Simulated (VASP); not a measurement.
# Fe (Im-3m) in VASP: further runs

Fe is run at these levels: PBE; tasks: single point, relaxation of cell and atoms.

Everything below comes from runs of VASP 6.6.1. Logs are shortened: lines on timing, memory, paths and dates and some standing lists are left out, and cuts for length are marked.

## (1) The cell of the first run

It takes space group Im-3m (No. 229, cubic). Conventional cell: a = 2.842 Å, b = 2.842 Å, c = 2.842 Å, α = 90.00°, β = 90.00°, γ = 90.00°. Fe (site symmetry m-3m) has 14 Fe at 2.46 to 2.84 Å within 3.2 Å.

## (2) Single point, PBE, collinear spin, ferromagnetic start

The input, INCAR:

```
PREC     = Accurate       # precision mode
ENCUT    = 520            # plane-wave cutoff, eV
EDIFF    = 1E-6           # SCF threshold, eV
ISMEAR   = -1             # smearing method
SIGMA    = 0.1            # smearing width, eV
LREAL    = F              # projectors in reciprocal space
LASPH    = T              # aspherical terms in the spheres
NELM     = 150            # most SCF steps
ALGO     = Normal         # electronic algorithm
ISIF     = 2              # what is computed and relaxed
LWAVE    = F              # write WAVECAR
LCHARG   = F              # write CHGCAR
ISPIN    = 2              # spin polarisation
MAGMOM   = 2.5            # initial moments
LORBIT   = 11             # projections on sites
LMAXMIX  = 4              # l up to which the mixer works
GGA      = PE             # functional
NBANDS   = 14             # bands
```

The input, KPOINTS:

```
Automatic mesh
0
Gamma
  19 19 19
```

The input, POSCAR:

```
Fe
1.0
   -1.4210755759      1.4210755759      1.4210755759
    1.4210755759     -1.4210755759      1.4210755759
    1.4210755759      1.4210755759     -1.4210755759
Fe
1
Direct
    0.0000000000      0.0000000000      0.0000000000
```

Potentials or basis: VASP PAW PBE potentials, release 64 (Fe).

On the command line:

```
$ cat potpaw_PBE.64/Fe/POTCAR > POTCAR
$ mpirun -np 1 vasp_std > vasp.out
```

OUTCAR:

```text
PREC = Accurate
   ENCUT = 520
   EDIFF = 1E-6
   ISMEAR = -1
   LREAL = F
   LASPH = T
   NELM = 150
   ISIF = 2
   ISPIN = 2
   LORBIT = 11
   GGA = PE

 ion  position               nearest neighbor table
   1  0.000  0.000  0.000-

  LATTYP: Found a body centered cubic cell.
 ALAT       =     2.8421511518

  Lattice vectors:

 A1 = (  -1.4210755759,   1.4210755759,   1.4210755759)
 A2 = (   1.4210755759,  -1.4210755759,   1.4210755759)
 A3 = (   1.4210755759,   1.4210755759,  -1.4210755759)

Analysis of symmetry for initial positions (statically):
=====================================================================
 Subroutine PRICEL returns:
 Original cell was already a primitive cell.

 Routine SETGRP: Setting up the symmetry group for a
 body centered cubic supercell.

 Subroutine GETGRP returns: Found 48 space group operations
 (whereof 48 operations were pure point group operations)
 out of a pool of 48 trial point group operations.

The static configuration has the point symmetry O_h .

Analysis of symmetry for dynamics (positions and initial velocities):
=====================================================================
 Subroutine PRICEL returns:
 Original cell was already a primitive cell.

 Routine SETGRP: Setting up the symmetry group for a
 body centered cubic supercell.

 Subroutine GETGRP returns: Found 48 space group operations
 (whereof 48 operations were pure point group operations)
 out of a pool of 48 trial point group operations.

The dynamic configuration has the point symmetry O_h .

Analysis of structural, dynamic, and magnetic symmetry:
=====================================================================
 Subroutine PRICEL returns:
 Original cell was already a primitive cell.

 Routine SETGRP: Setting up the symmetry group for a
 body centered cubic supercell.

 Subroutine GETGRP returns: Found 48 space group operations
 (whereof 48 operations were pure point group operations)
 out of a pool of 48 trial point group operations.

The overall configuration has the point symmetry O_h .

 Subroutine INISYM returns: Found 48 space group operations
 (whereof 48 operations are pure point group operations),
 and found     1 'primitive' translations

----------------------------------------------------------------------------------------

                                     Primitive cell

  volume of cell :      11.4792

  direct lattice vectors                    reciprocal lattice vectors
    -1.421075576  1.421075576  1.421075576     0.000000000  0.351846171  0.351846171
     1.421075576 -1.421075576  1.421075576     0.351846171  0.000000000  0.351846171
     1.421075576  1.421075576 -1.421075576     0.351846171  0.351846171  0.000000000

  length of vectors
     2.461375099  2.461375099  2.461375099     0.497585627  0.497585627  0.497585627

  position of ions in fractional coordinates (direct lattice)
     0.000000000  0.000000000  0.000000000

  ion indices of the primitive-cell ions
   primitive index   ion index
                 1           1

----------------------------------------------------------------------------------------

 KPOINTS: Automatic mesh

Automatic generation of k-mesh.
 Grid dimensions read from file:
 generate k-points for:   19   19   19

 Generating k-lattice:

  Cartesian coordinates                     Fractional coordinates (reciprocal lattice)
     0.000000000  0.018518220  0.018518220     0.052631579  0.000000000  0.000000000
     0.018518220  0.000000000  0.018518220     0.000000000  0.052631579  0.000000000
     0.018518220  0.018518220  0.000000000     0.000000000  0.000000000  0.052631579

  Length of vectors
     0.026188717  0.026188717  0.026188717

  Shift w.r.t. Gamma in fractional coordinates (k-lattice)
     0.000000000  0.000000000  0.000000000

 Subroutine IBZKPT returns following result:
 ===========================================

 Found    220 irreducible k-points:

 Following reciprocal coordinates:
            Coordinates               Weight
  0.000000  0.000000  0.000000      1.000000
  0.052632  0.000000  0.000000     12.000000
  0.105263  0.000000  0.000000     12.000000
  0.157895  0.000000  0.000000     12.000000
  0.210526  0.000000  0.000000     12.000000
  0.263158  0.000000  0.000000     12.000000
[... 16 lines left out ...]
  0.263158  0.105263  0.000000     48.000000
  0.315789  0.105263  0.000000     48.000000
 [... further k-points ...]
   k-points           NKPTS =    220   k-points in BZ     NKDIM =    220   number of bands    NBANDS=     14
   number of dos      NEDOS =    301   number of ions     NIONS =      1
   total plane-waves  NPLWV =   5832
   dimension x,y,z NGX =    18 NGY =   18 NGZ =   18
   dimension x,y,z NGXF=    36 NGYF=   36 NGZF=   36
   ions per type =               1
   NGX,Y,Z   is equivalent  to a cutoff of  12.16, 12.16, 12.16 a.u.
   NGXF,Y,Z  is equivalent  to a cutoff of  24.32, 24.32, 24.32 a.u.
 SYSTEM =  unknown system
   PREC   = accura    normal or accurate (medium, high low for compatibility)
   ISTART =      0    job   : 0-new  1-cont  2-samecut
   ICHARG =      2    charge: 1-file 2-atom 10-const
   ISPIN  =      2    spin polarized calculation?
   LNONCOLLINEAR =      F non collinear calculations
   LSORBIT =      F    spin-orbit coupling
   LASPH  =      T    aspherical Exc in radial PAW
   ENCUT  =  520.0 eV  38.22 Ry    6.18 a.u.   4.58  4.58  4.58*2*pi/ulx,y,z
   NELM   =    150;   NELMIN=  2; NELMDL= -5     # of ELM steps
   EDIFF  = 0.1E-05   stopping-criterion for ELM
   LREAL  =      F    real-space projection
   EDIFFG = 0.1E-04   stopping-criterion for IOM
   NSW    =      0    number of steps for IOM
   IBRION =     -1    ionic relax: 0-MD 1-quasi-New 2-CG
   NFREE  =      0    steps in history (QN), initial steepest desc. (CG)
   ISIF   =      2    stress and relaxation
   ISYM   =      2    0-nonsym 1-usesym 2-fastsym
   POTIM  = 0.5000    time-step for ionic-motion
   TEBEG  =    0.0;   TEEND  =   0.0 temperature during run
   PSTRESS=    0.0 pullay stress
   NELECT =       8.0000    total number of electrons
   NUPDOWN=      -1.0000    fix difference up-down
   EMIN   =  10.00;   EMAX   =-10.00  energy-range for DOS
   EFERMI =   0.00;   METHOD = LEGACY
   ISMEAR =    -1;   SIGMA  =   0.10  broadening in eV -4-tet -1-fermi 0-gaus
   EFERMI_NEDOS =   21; number of points for ismear=-14 and -15
   IALGO  =     38    algorithm
   IMIX   =      4    mixing-type and parameters
     AMIX     =   0.40;   BMIX     =  1.00
     AMIX_MAG =   1.60;   BMIX_MAG =  1.00
  volume/ion in A,a.u.               =      11.48        77.47
  Fermi-wavevector in a.u.,A,eV,Ry     =   1.451446  2.742836 28.663346  2.106697
  Thomas-Fermi vector in A             =   2.568943
   LORBIT       =     11    0 simple, 1 ext, 2 COOP (PROOUT), +10 PAW based schemes
   GGA     = PE    functional components
   LHFCALC =     F    Hartree Fock is set to
   AEXX    =    0.0000 exact exchange contribution
   IVDW    =     0    specifies the selected vdW correction
   LEPSILON=     F    determine dielectric tensor
   LRPA    =     F    only Hartree local field effects (RPA)
 spin polarized calculation
  energy-cutoff  :      520.00
  volume of cell :       11.48
 maximum number of plane-waves:       321
   NGX =  9   NGY =  9   NGZ =  9

 number of electron       8.0000007 magnetization       2.2036512

 Free energy of the ion-electron system (eV)
  ---------------------------------------------------
  ext. energy  EPLUGINS =         0.00000000
  ---------------------------------------------------
  free energy    TOTEN  =        -8.25762109 eV

  energy without entropy =       -8.22576465  energy(sigma->0) =       -8.24169287

 E-fermi :   5.7230     XC(G=0): -13.0579

 val. band max:        5.7177820417   @ k =  -0.4211  -0.4737   0.1053
 cond. band min:       5.7230890684   @ k =  -0.4211   0.4211   0.2632
 fundamental gap:      0.0053070267
 Fermi energy:         5.7230041767

 spin component 1

 k-point     1 :       0.0000    0.0000    0.0000
  band No.  band energies     occupation
      1      -2.6543      1.00000
      2       3.4359      1.00000
      3       3.4359      1.00000
      4       3.4359      1.00000
      5       4.6282      0.99998
      6       4.6282      0.99998
      7      30.6370      0.00000
      8      30.6370      0.00000
      9      30.6370      0.00000
     10      35.6536      0.00000
     11      35.6536      0.00000
     12      37.8995      0.00000
     13      37.8996      0.00000
     14      37.8996      0.00000
[... 375 lines left out ...]
 k-point    24 :       0.3158    0.1053    0.0000
  band No.  band energies     occupation
      1       0.9884      1.00000
      2       2.5560      1.00000
      3       3.6267      1.00000
      4       4.6013      0.99999
      5       4.9495      0.99956
      6       6.2602      0.00463
      7      16.3940      0.00000
      8      22.6738      0.00000
      9      25.9654      0.00000
     10      30.5555      0.00000
     11      35.1194      0.00000
     12      37.4934      0.00000
     13      43.0850      0.00000
     14      47.4674      0.00000

 [... further k-points ...]

 spin component 2

 k-point     1 :       0.0000    0.0000    0.0000
  band No.  band energies     occupation
      1      -2.4890      1.00000
      2       5.3608      0.97398
      3       5.3609      0.97394
      4       5.3609      0.97394
      5       7.3873      0.00000
      6       7.3875      0.00000
      7      30.3812      0.00000
      8      30.3813      0.00000
      9      30.3813      0.00000
     10      35.8465      0.00000
     11      35.8465      0.00000
     12      38.5556      0.00000
     13      38.5556      0.00000
     14      38.5557      0.00000
[... 375 lines left out ...]
 k-point    24 :       0.3158    0.1053    0.0000
  band No.  band energies     occupation
      1       1.8535      1.00000
      2       4.2943      1.00000
      3       4.9304      0.99964
      4       7.0910      0.00000
      5       7.6332      0.00000
      6       8.2111      0.00000
      7      17.3318      0.00000
      8      23.0912      0.00000
      9      26.4673      0.00000
     10      30.8613      0.00000
     11      35.6527      0.00000
     12      37.7545      0.00000
     13      43.3143      0.00000
     14      47.8936      0.00000

 [... further k-points ...]

------------------------ aborting loop because EDIFF is reached ----------------------------------------

  FORCE on cell =-STRESS in cart. coord.  units (eV):
  Direction    XX          YY          ZZ          XY          YZ          ZX
  --------------------------------------------------------------------------------------
  -------------------------------------------------------------------------------------
  Total       -0.1609676     -0.1609676     -0.1609676      0.0000000      0.0000000      0.0000000
  in kB      -22.4666051    -22.4666051    -22.4666051      0.0000000      0.0000000      0.0000000
  external PRESSURE =     -22.4666051 kB  Pullay stress =       0.0000000 kB

 VOLUME and BASIS-vectors are now :
 -----------------------------------------------------------------------------
  energy-cutoff  :      520.00
  volume of cell :       11.48
      direct lattice vectors                 reciprocal lattice vectors
    -1.421075576  1.421075576  1.421075576     0.000000000  0.351846171  0.351846171
     1.421075576 -1.421075576  1.421075576     0.351846171  0.000000000  0.351846171
     1.421075576  1.421075576 -1.421075576     0.351846171  0.351846171  0.000000000

 POSITION                                       TOTAL-FORCE (eV/Angst)
 -----------------------------------------------------------------------------------
      0.00000      0.00000      0.00000         0.000000      0.000000      0.000000
 -----------------------------------------------------------------------------------
    total drift:                                0.000000      0.000000      0.000000

  FREE ENERGIE OF THE ION-ELECTRON SYSTEM (eV)
  ---------------------------------------------------
  free  energy   TOTEN  =        -8.2576210859 eV

  energy  without entropy=       -8.2257646533  energy(sigma->0) =       -8.24169287

 total charge

# of ion       s       p       d       tot
------------------------------------------
    1        0.483   0.531   6.233   7.247

 magnetization (x)

# of ion       s       p       d       tot
------------------------------------------
    1       -0.013  -0.055   2.271   2.203
```

Wall time 68 s (1 thread of Intel Xeon Platinum 8375C at 2.90GHz (Ice Lake), shared host); peak memory 0.16 GiB.

Results:

* Free energy: -8.2576 eV
* Pressure: -2.2 GPa
* Net moment: 2.20 μB per cell
* Site moments: Fe +2.20 μB
* Valence electrons inside the program's atomic spheres: Fe 7.25

## (3) Single point, PBE, collinear spin, ferromagnetic start

The input, INCAR:

```
ALGO = Normal ; EDIFF = 1E-6
ENCUT = 520 ; GGA = PE
ISIF = 2 ; ISMEAR = -1
ISPIN = 2 ; LASPH = True
LCHARG = True ; LELF = True
LMAXMIX = 4 ; LORBIT = 11
LREAL = False ; LVHAR = True
LWAVE = False ; MAGMOM = 2.5
NBANDS = 14 ; NELM = 150
PREC = Accurate ; SIGMA = 0.1
```

The input, KPOINTS:

```
k-points
0
Gamma
  19 19 19
```

The input, POSCAR:

```
Fe
1.0
   -1.4206707061      1.4206707061      1.4206707061
    1.4206707061     -1.4206707061      1.4206707061
    1.4206707061      1.4206707061     -1.4206707061
Fe
1
Direct
    0.0000000000      0.0000000000      0.0000000000
```

Potentials or basis: VASP PAW PBE potentials, release 64 (Fe).

On the command line:

```
$ cat potpaw_PBE.64/Fe/POTCAR > POTCAR
$ mpirun -np 1 vasp_std > vasp.out
```

Run time: 61 s. Hardware: 1 thread of Intel Xeon Platinum 8375C at 2.90GHz (Ice Lake), shared host; peak memory 0.16 GiB.

Results (log left out):

```yaml
Free_energy: -8.2577 eV
Pressure: -2.1 GPa
Net_moment: 2.20 μB per cell
Site_moments: Fe +2.20 μB
Valence_electrons_inside_the_program's_atomic_spheres: Fe 7.25
```

Levels at points of the mesh, in eV from the Fermi level:
Spin up:
```csv
k point,band 1,band 2,band 3,band 4,band 5,band 6,band 7,band 8,band 9,band 10
"(0.00, 0.00, 0.00)",-8.38,-2.29,-2.29,-2.29,-1.10,-1.10,24.92,24.92,24.92,29.94
```
Spin down:
```
           k point  band 1  band 2  band 3  band 4  band 5  band 6
(0.00, 0.00, 0.00)   -8.22   -0.37   -0.37   -0.37    1.66    1.66
```

## (4) Relaxation of cell and atoms, PBE, collinear spin, ferromagnetic start, target pressure -1.9 GPa, at which the enthalpy is minimised

The input, INCAR:

```
SYSTEM = Fe
ALGO     = Normal         ! electronic algorithm
EDIFF    = 1E-6           ! SCF threshold, eV
EDIFFG   = -0.005         ! ionic threshold
ENCUT    = 600            ! plane-wave cutoff, eV
GGA      = PE             ! functional
IBRION   = 2              ! ionic algorithm
ISIF     = 3              ! what is computed and relaxed
ISMEAR   = -1             ! smearing method
ISPIN    = 2              ! spin polarisation
LASPH    = .TRUE.         ! aspherical terms in the spheres
LCHARG   = .FALSE.        ! write CHGCAR
LMAXMIX  = 4              ! l up to which the mixer works
LORBIT   = 11             ! projections on sites
LREAL    = .FALSE.        ! projectors in reciprocal space
LWAVE    = .FALSE.        ! write WAVECAR
MAGMOM   = 2.5            ! initial moments
NELM     = 150            ! most SCF steps
NSW      = 32             ! ionic steps
PREC     = Accurate       ! precision mode
PSTRESS  = -19.0        
SIGMA    = 0.1            ! smearing width, eV
```

The input, KPOINTS:

```
k-points
0
G
  19 19 19
  0 0 0
```

The input, POSCAR:

```
Fe
1.0
   -1.4210755759      1.4210755759      1.4210755759
    1.4210755759     -1.4210755759      1.4210755759
    1.4210755759      1.4210755759     -1.4210755759
Fe
1
Direct
    0.0000000000      0.0000000000      0.0000000000
```

On the command line:

```
$ cat potpaw_PBE.64/Fe/POTCAR > POTCAR
$ mpirun -np 1 vasp_std > vasp.out
```

Run time: 2.8 min. Hardware: 1 thread of Oxide Virtual Turin-like, shared host; peak memory 0.14 GiB.

Results (log left out):

```
Free energy                                                : -8.2573 eV
Relaxed volume                                             : 11.47 Å³/atom
Relaxed cell                                               : a = 2.461 Å, b = 2.461 Å, c = 2.461 Å, α = 109.47°, β = 109.47°, γ = 109.47°
Space group after relaxing (to 0.1 Å)                      : Im-3m (No. 229)
Energy change on relaxing (the run minimises the enthalpy) : -0.1 meV/atom
Ionic steps                                                : 4
Pressure after relaxing                                    : -1.9 GPa
Net moment                                                 : 2.20 μB per cell
Site moments                                               : Fe +2.20 μB
Valence electrons inside the program's atomic spheres      : Fe 7.25
```

The path:
```csv
step,energy change (eV),largest force (eV/Å),pressure (GPa),volume (Å³)
1,0.0000,0.0000,-2.25,11.48
2,-0.0004,0.0000,-1.37,11.44
3,-0.0001,0.0000,-1.83,11.47
4,-0.0001,0.0000,-1.92,11.47
```

Final structure:
```
Fe
1.0
    -1.42072    1.42072    1.42072
     1.42072   -1.42072    1.42072
     1.42072    1.42072   -1.42072
Fe
1
Direct
  0.00000 0.00000 0.00000
```

Levels at points of the mesh, in eV from the Fermi level:
Spin up:
| k point | band 1 | band 2 | band 3 | band 4 | band 5 | band 6 | band 7 | band 8 | band 9 |
| --- | --- | --- | --- | --- | --- | --- | --- | --- | --- |
| (0.00, 0.00, 0.00) | -8.38 | -2.29 | -2.29 | -2.29 | -1.10 | -1.10 | 24.92 | 24.92 | 24.92 |
Spin down:
```tsv
k point	band 1	band 2	band 3	band 4	band 5	band 6
(0.00, 0.00, 0.00)	-8.22	-0.36	-0.36	-0.36	1.66	1.66
```

Caveat: the cell is relaxed towards a set pressure, so the run minimises the enthalpy, not the energy.
